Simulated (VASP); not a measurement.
# AlNi3 (Fm-3m) in VASP: notebook, part 2 of 2

VASP 6.6.1. Earlier steps stand in the parts before.

## Step 4: Relaxation of cell and atoms, PBEsol, collinear spin, ferromagnetic start

This run uses another cell than the first one, of 11.00 Å³/atom, 1.014 times its volume.

INCAR

```
ALGO     = Normal         # electronic algorithm
EDIFF    = 1E-6           # SCF threshold, eV
EDIFFG   = -0.01          # ionic threshold
ENCUT    = 600            # plane-wave cutoff, eV
GGA      = PS             # functional
IBRION   = 2              # ionic algorithm
ISIF     = 3              # what is computed and relaxed
ISMEAR   = -1             # smearing method
ISPIN    = 2              # spin polarisation
LASPH    = True           # aspherical terms in the spheres
LCHARG   = False          # write CHGCAR
LMAXMIX  = 4              # l up to which the mixer works
LORBIT   = 11             # projections on sites
LREAL    = False          # projectors in reciprocal space
LWAVE    = False          # write WAVECAR
MAGMOM   = 1 1 1 0        # initial moments
NELM     = 150            # most SCF steps
NSW      = 60             # ionic steps
PREC     = Accurate       # precision mode
SIGMA    = 0.05           # smearing width, eV
```

KPOINTS

```
k-points
0
Gamma
  8 8 8
```

POSCAR

```
AlNi3
1.0
    0.0000000000      2.8018887551      2.8018887551
    2.8018887551      0.0000000000      2.8018887551
    2.8018887551      2.8018887551      0.0000000000
Ni Al
3 1
Direct
    0.7500000000      0.7500000000      0.7500000000
    0.0000000000      0.0000000000      0.0000000000
    0.2500000000      0.2500000000      0.2500000000
    0.5000000000      0.5000000000      0.5000000000
```

On the command line:

```
> cat potpaw_PBE.64/Ni/POTCAR potpaw_PBE.64/Al/POTCAR > POTCAR
> mpirun -np 1 vasp_std > vasp.out
```

Wall time 84 s (1 thread of Intel Xeon Platinum 8488C (Sapphire Rapids), shared host); peak memory 0.23 GiB.

It converged, with:

```
Free energy                                           : -24.0871 eV
Relaxed volume                                        : 10.96 Å³/atom
Relaxed cell                                          : a = 3.958 Å, b = 3.958 Å, c = 3.958 Å, α = 60.00°, β = 60.00°, γ = 60.00°
Space group after relaxing (to 0.05 Å)                : Fm-3m (No. 225)
Energy gained by relaxing                             : 0.1 meV/atom
Ionic steps                                           : 3
Pressure after relaxing                               : 0.0 GPa
Net moment                                            : 0.00 μB per cell
Valence electrons inside the program's atomic spheres : Ni 9.47, 9.42; Al 0.82
```

Step by step:
```
step  energy change (eV)  largest force (eV/Å)  pressure (GPa)  volume (Å³)
   1              0.0000                0.0000           -0.70        43.99
   2             -0.0001                0.0000            0.70        43.69
   3             -0.0004                0.0000            0.01        43.83
```

Final structure:
```yaml
crystal:
  lattice:
    - [0.00000, 2.79841, 2.79841]
    - [2.79841, 0.00000, 2.79841]
    - [2.79841, 2.79841, 0.00000]
  atoms:
    - { symbol: Ni, position: [0.75000, 0.75000, 0.75000] }
    - { symbol: Ni, position: [0.00000, 0.00000, 0.00000] }
    - { symbol: Ni, position: [0.25000, 0.25000, 0.25000] }
    - { symbol: Al, position: [0.50000, 0.50000, 0.50000] }
```

Levels at points of the mesh, in eV from the Fermi level:
Spin up:
```tsv
k point	band 12	band 13	band 14	band 15	band 16	band 17	band 18	band 19	band 20	band 21
(0.00, 0.00, 0.00)	-0.90	-0.55	-0.55	-0.51	-0.51	5.46	5.46	5.46	5.96	5.96
(0.50, 0.00, 0.00)	-1.73	-0.64	-0.64	-0.47	-0.47	-0.14	4.34	4.34	4.83	4.83
(0.50, 0.50, 0.00)	-1.19	-1.05	-0.74	-0.58	-0.36	-0.35	-0.35	-0.03	4.29	4.72
```
Spin down:
```tsv
k point	band 13	band 14	band 15	band 16	band 17	band 18	band 19	band 20
(0.00, 0.00, 0.00)	-0.55	-0.55	-0.51	-0.51	5.46	5.46	5.46	5.96
(0.50, 0.00, 0.00)	-0.64	-0.64	-0.47	-0.47	-0.14	4.34	4.34	4.83
(0.50, 0.50, 0.00)	-1.05	-0.74	-0.58	-0.36	-0.35	-0.35	-0.03	4.29
```

Caveat: the PAW data sets were made with another functional, which shifts forces and pressure a little.

## Step 5: Relaxation of cell and atoms, PBEsol, collinear spin, ferromagnetic start, target pressure 2 GPa, at which the enthalpy is minimised

This run uses another cell than the first one, of 11.00 Å³/atom, 1.014 times its volume.

INCAR

```
SYSTEM = AlNi3
ALGO     = Normal         ! electronic algorithm
EDIFF    = 1E-6           ! SCF threshold, eV
EDIFFG   = -0.01          ! ionic threshold
ENCUT    = 600            ! plane-wave cutoff, eV
GGA      = PS             ! functional
IBRION   = 2              ! ionic algorithm
ISIF     = 3              ! what is computed and relaxed
ISMEAR   = -1             ! smearing method
ISPIN    = 2              ! spin polarisation
LASPH    = .TRUE.         ! aspherical terms in the spheres
LCHARG   = .FALSE.        ! write CHGCAR
LMAXMIX  = 4              ! l up to which the mixer works
LORBIT   = 11             ! projections on sites
LREAL    = .FALSE.        ! projectors in reciprocal space
LWAVE    = .FALSE.        ! write WAVECAR
MAGMOM   = 1 1 1 0        ! initial moments
NELM     = 150            ! most SCF steps
NSW      = 60             ! ionic steps
PREC     = Accurate       ! precision mode
PSTRESS  = 20.0         
SIGMA    = 0.05           ! smearing width, eV
```

KPOINTS

```
k-points
0
G
  8 8 8
  0 0 0
```

POSCAR is that of step 4.

Potentials or basis: VASP PAW PBE potentials, release 64 (Ni, Al).

On the command line:

```
> cat potpaw_PBE.64/Ni/POTCAR potpaw_PBE.64/Al/POTCAR > POTCAR
> mpirun -np 1 vasp_std > vasp.out
```

OUTCAR:

```text
SYSTEM = AlNi3
   EDIFF = 1E-6
   EDIFFG = -0.01
   ENCUT = 600
   GGA = PS
   IBRION = 2
   ISIF = 3
   ISMEAR = -1
   ISPIN = 2
   LASPH = .TRUE.
   LORBIT = 11
   LREAL = .FALSE.
   NELM = 150
   NSW = 60
   PREC = Accurate
   PSTRESS = 20.0

 ion  position               nearest neighbor table
   1  0.750  0.750  0.750-   4 2.43   2 2.43   4 2.43   2 2.43   4 2.43   4 2.43   2 2.43   2 2.43
                             3 2.80   3 2.80   3 2.80   3 2.80   3 2.80   3 2.80
   2  0.000  0.000  0.000-   1 2.43   3 2.43   1 2.43   1 2.43   3 2.43   1 2.43   3 2.43   3 2.43
                             4 2.80   4 2.80   4 2.80   4 2.80   4 2.80   4 2.80
   3  0.250  0.250  0.250-   2 2.43   4 2.43   2 2.43   2 2.43   4 2.43   2 2.43   4 2.43   4 2.43
                             1 2.80   1 2.80   1 2.80   1 2.80   1 2.80   1 2.80
   4  0.500  0.500  0.500-   3 2.43   1 2.43   3 2.43   1 2.43   3 2.43   3 2.43   1 2.43   1 2.43
                             2 2.80   2 2.80   2 2.80   2 2.80   2 2.80   2 2.80

  LATTYP: Found a face centered cubic cell.
 ALAT       =     5.6037775102

  Lattice vectors:

 A1 = (   0.0000000000,   2.8018887551,   2.8018887551)
 A2 = (   2.8018887551,   0.0000000000,   2.8018887551)
 A3 = (   2.8018887551,   2.8018887551,   0.0000000000)

Analysis of symmetry for initial positions (statically):
=====================================================================
 Subroutine PRICEL returns:
 Original cell was already a primitive cell.

 Routine SETGRP: Setting up the symmetry group for a
 face centered cubic supercell.

 Subroutine GETGRP returns: Found 48 space group operations
 (whereof 48 operations were pure point group operations)
 out of a pool of 48 trial point group operations.

The static configuration has the point symmetry O_h .

Analysis of symmetry for dynamics (positions and initial velocities):
=====================================================================
 Subroutine PRICEL returns:
 Original cell was already a primitive cell.

 Routine SETGRP: Setting up the symmetry group for a
 face centered cubic supercell.

 Subroutine GETGRP returns: Found 48 space group operations
 (whereof 48 operations were pure point group operations)
 out of a pool of 48 trial point group operations.

The dynamic configuration has the point symmetry O_h .

Analysis of structural, dynamic, and magnetic symmetry:
=====================================================================
 Subroutine PRICEL returns:
 Original cell was already a primitive cell.

 Routine SETGRP: Setting up the symmetry group for a
 face centered cubic supercell.

 Subroutine GETGRP returns: Found 48 space group operations
 (whereof 48 operations were pure point group operations)
 out of a pool of 48 trial point group operations.

The overall configuration has the point symmetry O_h .

 Subroutine INISYM returns: Found 48 space group operations
 (whereof 48 operations are pure point group operations),
 and found     1 'primitive' translations

----------------------------------------------------------------------------------------

                                     Primitive cell

  volume of cell :      43.9929

  direct lattice vectors                    reciprocal lattice vectors
     0.000000000  2.801888755  2.801888755    -0.178451053  0.178451053  0.178451053
     2.801888755  0.000000000  2.801888755     0.178451053 -0.178451053  0.178451053
[... 82 lines left out ...]
   ICHARG =      2    charge: 1-file 2-atom 10-const
   ISPIN  =      2    spin polarized calculation?
   LNONCOLLINEAR =      F non collinear calculations
   LSORBIT =      F    spin-orbit coupling
   LASPH  =      T    aspherical Exc in radial PAW
   ENCUT  =  600.0 eV  44.10 Ry    6.64 a.u.   7.91  7.91  7.91*2*pi/ulx,y,z
   NELM   =    150;   NELMIN=  2; NELMDL= -5     # of ELM steps
   EDIFF  = 0.1E-05   stopping-criterion for ELM
   LREAL  =      F    real-space projection
   EDIFFG = -.1E-01   stopping-criterion for IOM
   NSW    =     60    number of steps for IOM
   IBRION =      2    ionic relax: 0-MD 1-quasi-New 2-CG
   NFREE  =      1    steps in history (QN), initial steepest desc. (CG)
   ISIF   =      3    stress and relaxation
   ISYM   =      2    0-nonsym 1-usesym 2-fastsym
   POTIM  = 0.5000    time-step for ionic-motion
   TEBEG  =    0.0;   TEEND  =   0.0 temperature during run
   PSTRESS=   20.0 pullay stress
   NELECT =      33.0000    total number of electrons
   NUPDOWN=      -1.0000    fix difference up-down
   EMIN   =  10.00;   EMAX   =-10.00  energy-range for DOS
   EFERMI =   0.00;   METHOD = LEGACY
   ISMEAR =    -1;   SIGMA  =   0.05  broadening in eV -4-tet -1-fermi 0-gaus
   EFERMI_NEDOS =   21; number of points for ismear=-14 and -15
   IALGO  =     38    algorithm
   IMIX   =      4    mixing-type and parameters
     AMIX     =   0.40;   BMIX     =  1.00
     AMIX_MAG =   1.60;   BMIX_MAG =  1.00
  volume/ion in A,a.u.               =      11.00        74.22
  Fermi-wavevector in a.u.,A,eV,Ry     =   1.487483  2.810935 30.104316  2.212605
  Thomas-Fermi vector in A             =   2.600638
   LORBIT       =     11    0 simple, 1 ext, 2 COOP (PROOUT), +10 PAW based schemes
   GGA     = PS    functional components
   LHFCALC =     F    Hartree Fock is set to
   AEXX    =    0.0000 exact exchange contribution
   IVDW    =     0    specifies the selected vdW correction
   LEPSILON=     F    determine dielectric tensor
   LRPA    =     F    only Hartree local field effects (RPA)
 conjugate gradient relaxation of ions
 spin polarized calculation
  energy-cutoff  :      600.00
  volume of cell :       43.99
 maximum number of plane-waves:      1480
   NGX = 15   NGY = 15   NGZ = 15

--------------------------------------- Ionic step        1  -------------------------------------------

 number of electron      33.0000021 magnetization       0.0003786

 number of electron      33.0000021 magnetization      -0.0002616

 Free energy of the ion-electron system (eV)
  ---------------------------------------------------
  ext. energy  EPLUGINS =         0.00000000
  ---------------------------------------------------
  free energy    TOTEN  =       -24.08668933 eV

  energy without entropy =      -24.06753069  energy(sigma->0) =      -24.07711001

------------------------ aborting loop because EDIFF is reached ----------------------------------------

  FORCE on cell =-STRESS in cart. coord.  units (eV):
  Direction    XX          YY          ZZ          XY          YZ          ZX
  --------------------------------------------------------------------------------------
  -------------------------------------------------------------------------------------
  Total       -0.1935697     -0.1935697     -0.1935697     -0.0000000     -0.0000000     -0.0000000
  in kB       -7.0496133     -7.0496133     -7.0496133     -0.0000000     -0.0000000     -0.0000000
  external PRESSURE =     -27.0496133 kB  Pullay stress =      20.0000000 kB
[... 29 lines left out ...]
 number of electron      32.9999993 magnetization       0.0000070

 number of electron      32.9999993 magnetization      -0.0000082

 E-fermi :  10.1792     XC(G=0): -13.1106

 val. band max:       10.1558532462   @ k =   0.5000   0.5000   0.0000
 cond. band min:      10.1807356980   @ k =  -0.3750   0.5000   0.1250
 fundamental gap:      0.0248824518
 Fermi energy:        10.1792251473

 spin component 1

 k-point     1 :       0.0000    0.0000    0.0000
  band No.  band energies     occupation
      1      -0.2157      1.00000
      2       6.4285      1.00000
      3       6.4285      1.00000
      4       6.5779      1.00000
      5       6.5779      1.00000
      6       6.5779      1.00000
[... 1236 lines left out ...]
 number of electron      33.0000009 magnetization       0.0000004

 number of electron      33.0000009 magnetization      -0.0000007

 Free energy of the ion-electron system (eV)
  ---------------------------------------------------
  ext. energy  EPLUGINS =         0.00000000
  ---------------------------------------------------
  free energy    TOTEN  =       -24.08440912 eV

  energy without entropy =      -24.06567560  energy(sigma->0) =      -24.07504236

 E-fermi :   9.9858     XC(G=0): -13.0364

 val. band max:        9.9846822743   @ k =  -0.3750   0.5000   0.1250
 cond. band min:       9.9861164273   @ k =  -0.2500   0.5000   0.2500
 fundamental gap:      0.0014341530
 Fermi energy:         9.9858128364

 spin component 1

 k-point     1 :       0.0000    0.0000    0.0000
  band No.  band energies     occupation
      1      -0.3109      1.00000
      2       6.3118      1.00000
      3       6.3118      1.00000
      4       6.4490      1.00000
      5       6.4490      1.00000
      6       6.4490      1.00000
[... 1230 lines left out ...]
  energy  without entropy=      -24.0656756003  energy(sigma->0) =      -24.07504236

  enthalpy is  TOTEN    =       -23.5425961824 eV   P V=        0.5418129425

 reached required accuracy - stopping structural energy minimisation

 total charge

# of ion       s       p       d       tot
------------------------------------------
    1        0.494   0.544   8.453   9.491
    2        0.499   0.525   8.414   9.438
    3        0.494   0.544   8.453   9.491
    4        0.406   0.421   0.000   0.827
--------------------------------------------------
tot          1.892   2.035  25.320  29.247

 magnetization (x)

# of ion       s       p       d       tot
------------------------------------------
    1       -0.000  -0.000  -0.000  -0.000
    2        0.000  -0.000   0.000   0.000
    3       -0.000  -0.000  -0.000  -0.000
    4        0.000  -0.000   0.000   0.000
--------------------------------------------------
tot          0.000  -0.000   0.000  -0.000
```

Run time: 89 s. Hardware: 1 thread of Intel Xeon Platinum 8488C (Sapphire Rapids), shared host; peak memory 0.23 GiB.

Results:

| Item | Value |
| --- | --- |
| Free energy | -24.0844 eV |
| Relaxed volume | 10.85 Å³/atom |
| Relaxed cell | a = 3.945 Å, b = 3.945 Å, c = 3.945 Å, α = 60.00°, β = 60.00°, γ = 60.00° |
| Space group after relaxing (to 0.05 Å) | Fm-3m (No. 225) |
| Energy change on relaxing (the enthalpy is what falls) | +0.6 meV/atom |
| Ionic steps | 3 |
| Pressure after relaxing | 2.0 GPa |
| Net moment | 0.00 μB per cell |
| Valence electrons inside the program's atomic spheres | Ni 9.49, 9.44; Al 0.83 |

Step by step:
```csv
step,energy change (eV),largest force (eV/Å),pressure (GPa),volume (Å³)
1,0.0000,0.0000,-0.70,43.99
2,0.0148,0.0000,4.91,42.82
3,0.0023,0.0000,1.99,43.40
```

Final structure:
```
Ni Al
1.0
     0.00000    2.78933    2.78933
     2.78933    0.00000    2.78933
     2.78933    2.78933    0.00000
Ni Al
3 1
Cartesian
  4.1840 4.1840 4.1840
  0.0000 0.0000 0.0000
  1.3947 1.3947 1.3947
  2.7893 2.7893 2.7893
```

Levels at points of the mesh, in eV from the Fermi level:
Spin up:
```tsv
k point	band 14	band 15	band 16	band 17	band 18	band 19
(0.00, 0.00, 0.00)	-0.56	-0.52	-0.52	5.49	5.49	5.49
(0.50, 0.00, 0.00)	-0.65	-0.47	-0.47	-0.14	4.37	4.37
(0.50, 0.50, 0.00)	-0.75	-0.59	-0.36	-0.35	-0.35	-0.03
```
Spin down:
| k point | band 13 | band 14 | band 15 | band 16 | band 17 | band 18 | band 19 | band 20 |
| --- | --- | --- | --- | --- | --- | --- | --- | --- |
| (0.00, 0.00, 0.00) | -0.56 | -0.56 | -0.52 | -0.52 | 5.49 | 5.49 | 5.49 | 6.01 |
| (0.50, 0.00, 0.00) | -0.65 | -0.65 | -0.47 | -0.47 | -0.14 | 4.37 | 4.37 | 4.87 |
| (0.50, 0.50, 0.00) | -1.06 | -0.75 | -0.59 | -0.36 | -0.35 | -0.35 | -0.03 | 4.33 |

Caveat: the cell is relaxed towards a set pressure, so the enthalpy falls and the energy may rise; the PAW data sets were made with another functional, which shifts forces and pressure a little.

## Step 6: Overview

| task | cell | cutoff (eV) | gap on the mesh (eV) | pressure (GPa) | moment (μB) |
| --- | --- | --- | --- | --- | --- |
| single point | a = 3.945 Å, angles 60.0°, 4 atoms | 520 | none | 2.1 | 0.00 |
| single point | a = 3.958 Å, angles 60.0°, 4 atoms | 520 | none | 0.1 | 0.00 |
| relaxation of cell and atoms | relaxed from a = 3.962 Å, angles 60.0°, 4 atoms | 600 | none | 0.0 | 0.00 |
| relaxation of cell and atoms | relaxed to 2 GPa from a = 3.962 Å, angles 60.0°, 4 atoms | 600 | none | 2.0 | 0.00 |

Alike in all rows: level PBEsol; potentials or basis VASP PAW PBE potentials, release 64 (Ni, Al); spin collinear, ferromagnetic start; k mesh 8 × 8 × 8; smearing fermi-dirac 0.05 eV.

Caveats: the PAW data sets were made with another functional, which shifts forces and pressure a little; the cell is relaxed towards a set pressure, so the enthalpy falls and the energy may rise (some runs).

Total energies depend on the potentials used, so only differences within one code and one set of settings carry meaning.
